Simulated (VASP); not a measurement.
# SiO2 (I-42d) in VASP: a series of runs, part 2 of 2

VASP 6.6.1. Earlier steps stand in the parts before.

**4. Relaxation of cell and atoms, PBE**

This run uses another cell than the first one, of 14.07 Å³/atom.

INCAR

```
PREC = Accurate
ENCUT = 600
EDIFF = 1E-6
ISMEAR = 0
SIGMA = 0.02
LREAL = F
LASPH = T
NELM = 80
ALGO = Normal
ISIF = 3
LWAVE = F
LCHARG = F
GGA = PE
IBRION = 2
NSW = 100
EDIFFG = -0.005
```

KPOINTS

```
regular mesh
0
Gamma
  8 8 8
```

POSCAR

```
SiO2
1.0
   -2.3740500000      2.3740500000      3.7440000000
    2.3740500000     -2.3740500000      3.7440000000
    2.3740500000      2.3740500000     -3.7440000000
Si O
2 4
Direct
    0.0000000000      0.0000000000      0.0000000000
    0.7500000000      0.2500000000      0.5000000000
    0.9983800000      0.6250000000      0.8733800000
    0.3750000000      0.2483800000      0.3733800000
    0.7516200000      0.1250000000      0.1266200000
    0.8750000000      0.0016200000      0.6266200000
```

Potentials or basis: VASP PAW PBE potentials, release 64 (Si, O).

Launch:

```
$ cat potpaw_PBE.64/Si/POTCAR potpaw_PBE.64/O/POTCAR > POTCAR
$ mpirun -np 1 vasp_std > vasp.out
```

OUTCAR:

```text
PREC = Accurate
   ENCUT = 600
   EDIFF = 1E-6
   ISMEAR = 0
   LREAL = F
   LASPH = T
   NELM = 80
   ISIF = 3
   GGA = PE
   IBRION = 2
   NSW = 100
   EDIFFG = -0.005

 ion  position               nearest neighbor table
   1  0.000  0.000  0.000-   3 1.62   4 1.62   5 1.62   6 1.62   2 3.02   2 3.02   2 3.02   2 3.02

   2  0.750  0.250  0.500-   3 1.62   4 1.62   5 1.62   6 1.62   1 3.02   1 3.02   1 3.02   1 3.02

   3  0.998  0.625  0.873-   1 1.62   2 1.62
   4  0.375  0.248  0.373-   1 1.62   2 1.62
   5  0.752  0.125  0.127-   1 1.62   2 1.62
   6  0.875  0.002  0.627-   1 1.62   2 1.62

  LATTYP: Found a body centered tetragonal cell.
 ALAT       =     4.7481000000
 C/A-ratio  =     1.5770518734

  Lattice vectors:

 A1 = (  -2.3740500000,   2.3740500000,   3.7440000000)
 A2 = (   2.3740500000,  -2.3740500000,   3.7440000000)
 A3 = (   2.3740500000,   2.3740500000,  -3.7440000000)

Analysis of symmetry for initial positions (statically):
=====================================================================
 Subroutine PRICEL returns:
 Original cell was already a primitive cell.

 Routine SETGRP: Setting up the symmetry group for a
 body centered tetragonal supercell.

 Subroutine GETGRP returns: Found  8 space group operations
 (whereof  4 operations were pure point group operations)
[... 172 lines left out ...]
  ---------------------------------------------------
  free energy    TOTEN  =       -47.40654372 eV

  energy without entropy =      -47.40654372  energy(sigma->0) =      -47.40654372

 E-fermi :   0.0223     XC(G=0):  -8.5476

 val. band max:       -0.1245459956   @ k =   0.0000   0.0000   0.0000
 cond. band min:       5.9186397240   @ k =   0.0000   0.0000   0.0000
 fundamental gap:      6.0431857196
 Fermi energy:         0.0222931585

 k-point     1 :       0.0000    0.0000    0.0000
  band No.  band energies     occupation
      1     -19.2271      2.00000
      2     -17.1155      2.00000
      3     -17.0953      2.00000
      4     -17.0953      2.00000
      5      -8.9131      2.00000
      6      -5.3850      2.00000
[... 656 lines left out ...]
  FREE ENERGIE OF THE ION-ELECTRON SYSTEM (eV)
  ---------------------------------------------------
  free  energy   TOTEN  =       -47.4258659404 eV

  energy  without entropy=      -47.4258659404  energy(sigma->0) =      -47.42586594

[... ionic steps 4 to 13 ...]

--------------------------------------- Ionic step       14  -------------------------------------------

 number of electron      31.9999995 magnetization

------------------------ aborting loop because EDIFF is reached ----------------------------------------
[... 75 lines left out ...]
--------------------------------------- Ionic step       16  -------------------------------------------

 number of electron      31.9999994 magnetization

 Free energy of the ion-electron system (eV)
  ---------------------------------------------------
  ext. energy  EPLUGINS =         0.00000000
  ---------------------------------------------------
  free energy    TOTEN  =       -47.49091521 eV

  energy without entropy =      -47.49091521  energy(sigma->0) =      -47.49091521

 E-fermi :  -0.5692     XC(G=0):  -7.9901

 val. band max:       -0.6517116946   @ k =   0.0000   0.0000   0.0000
 cond. band min:       5.0749325065   @ k =   0.0000   0.0000   0.0000
 fundamental gap:      5.7266442011
 Fermi energy:        -0.5691978743

 k-point     1 :       0.0000    0.0000    0.0000
  band No.  band energies     occupation
      1     -19.7598      2.00000
      2     -17.7608      2.00000
      3     -17.7608      2.00000
      4     -17.7051      2.00000
      5      -9.9056      2.00000
      6      -6.1512      2.00000
[... 576 lines left out ...]
  FREE ENERGIE OF THE ION-ELECTRON SYSTEM (eV)
  ---------------------------------------------------
  free  energy   TOTEN  =       -47.4909152145 eV

  energy  without entropy=      -47.4909152145  energy(sigma->0) =      -47.49091521

 reached required accuracy - stopping structural energy minimisation
```

OSZICAR:

```text
N       E                     dE             d eps       ncg     rms          rms(c)
DAV:   1     0.220691374147E+03    0.22069E+03   -0.17929E+04  2360   0.160E+03
DAV:   2    -0.391318415966E+02   -0.25982E+03   -0.25222E+03  3304   0.340E+02
DAV:   3    -0.534952716656E+02   -0.14363E+02   -0.14322E+02  2812   0.894E+01
DAV:   4    -0.536716170835E+02   -0.17635E+00   -0.17609E+00  2824   0.108E+01
[... 134 lines left out ...]
DAV:   1    -0.474918291332E+02   -0.10164E-02   -0.36110E-02  2608   0.164E+00    0.233E-01
DAV:   2    -0.474909457020E+02    0.88343E-03   -0.33354E-03  2656   0.431E-01    0.471E-02
DAV:   3    -0.474909232125E+02    0.22490E-04   -0.13904E-04  2768   0.793E-02    0.224E-02
DAV:   4    -0.474909154529E+02    0.77595E-05   -0.22772E-05  2768   0.361E-02    0.687E-03
DAV:   5    -0.474909152145E+02    0.23843E-06   -0.26752E-06  1852   0.129E-02
  16 F= -.47490915E+02 E0= -.47490915E+02  d E =-.102786E-03
```

CONTCAR:

```text
SiO2
   1.00000000000000
    -2.5170873685406563    2.5170873685406563    3.6879248904108235
     2.5170873685406563   -2.5170873685406563    3.6879248904108235
     2.5170873685406563    2.5170873685406563   -3.6879248904108235
  Si              O
     2     4
Direct
     0.0000000000000000    0.0000000000000000    0.0000000000000000
     0.7500000000000000    0.2500000000000000    0.5000000000000000
     0.9657292494512560    0.6250000000000000    0.8407292494512560
     0.3750000000000000    0.2157292494512560    0.3407292494512559
     0.7842707505487440    0.1250000000000000    0.1592707505487440
     0.8750000000000000    0.0342707505487441    0.6592707505487440

  0.00000000E+00  0.00000000E+00  0.00000000E+00
  0.00000000E+00  0.00000000E+00  0.00000000E+00
  0.00000000E+00  0.00000000E+00  0.00000000E+00
  0.00000000E+00  0.00000000E+00  0.00000000E+00
  0.00000000E+00  0.00000000E+00  0.00000000E+00
  0.00000000E+00  0.00000000E+00  0.00000000E+00
```

Wall time 9.7 min (1 thread of AMD EPYC 9R45 (Zen 5), shared host); peak memory 0.26 GiB.

What came out:

* Free energy: -47.4909 eV
* Relaxed volume: 15.58 Å³/atom
* Relaxed cell: a = 5.126 Å, b = 5.126 Å, c = 5.126 Å, α = 121.18°, β = 121.18°, γ = 87.97°
* Space group after relaxing (to 0.1 Å): I-42d (No. 122)
* Energy gained by relaxing: 14.1 meV/atom
* Ionic steps: 16
* Pressure after relaxing: 0.0 GPa
* Band gap on the k mesh: 5.73 eV

Step by step:
```tsv
step	energy change (eV)	largest force (eV/Å)	pressure (GPa)	volume (Å³)
1	0.0000	0.1282	3.44	84.41
2	0.0092	0.4607	-3.99	88.15
3	-0.0193	0.1464	-0.08	86.07
4	-0.0267	0.1446	-0.06	86.35
5	-0.0439	0.1423	0.03	87.17
6	-0.0559	0.1346	0.08	88.73
7	-0.0665	0.0466	0.79	89.46
8	-0.0734	0.0646	1.76	90.55
9	-0.0775	0.0380	1.25	91.13
10	-0.0831	0.0431	-0.25	92.87
11	-0.0831	0.0472	-0.39	93.00
12	-0.0831	0.0460	-0.36	92.95
13	-0.0835	0.0391	-0.32	93.09
14	-0.0842	0.0226	-0.27	93.48
15	-0.0843	0.0161	-0.24	93.67
16	-0.0844	0.0003	0.03	93.46
```

Final structure:
```
CELL_PARAMETERS angstrom
-2.51709 2.51709 3.68792
2.51709 -2.51709 3.68792
2.51709 2.51709 -3.68792
ATOMIC_POSITIONS crystal
Si 0.00000 0.00000 0.00000
Si 0.75000 0.25000 0.50000
O 0.96573 0.62500 0.84073
O 0.37500 0.21573 0.34073
O 0.78427 0.12500 0.15927
O 0.87500 0.03427 0.65927
```

Levels at points of the mesh, in eV from the valence-band top:
```
           k point  band 14  band 15  band 16  band 17  band 18  band 19
(0.00, 0.00, 0.00)    -0.63     0.00     0.00     5.73     8.72    10.18
(0.50, 0.00, 0.00)    -0.80    -0.52    -0.13     7.92     8.81     9.56
(0.50, 0.50, 0.00)    -0.99    -0.36    -0.36     8.89     8.89    10.02
(0.50, 0.50, 0.50)    -1.43    -0.35    -0.35     8.72     8.72    10.21
```

**5. The runs side by side**

| task | cell | k mesh | gap on the mesh (eV) | pressure (GPa) |
| --- | --- | --- | --- | --- |
| relaxation of shape and atoms at fixed volume | relaxed from a = 5.215 Å, angles 120.9, 120.9, 88.4°, 6 atoms, atomic positions A | 6 × 6 × 6 | 5.54 | -1.3 |
| relaxation of shape and atoms at fixed volume | relaxed from a = 5.271 Å, angles 120.6, 120.6, 88.9°, 6 atoms, atomic positions B | 6 × 6 × 6 | 5.40 | -2.2 |
| relaxation of cell and atoms | relaxed from a = 5.029 Å, angles 123.7, 123.7, 83.8°, 6 atoms, atomic positions C | 8 × 8 × 8 | 5.73 | 0.0 |

Alike in all rows: level PBE; potentials or basis VASP PAW PBE potentials, release 64 (Si, O); no spin polarisation; cutoff (eV) 600; smearing gaussian 0.02 eV.

Absolute energies hang on the potentials; compare differences alone.
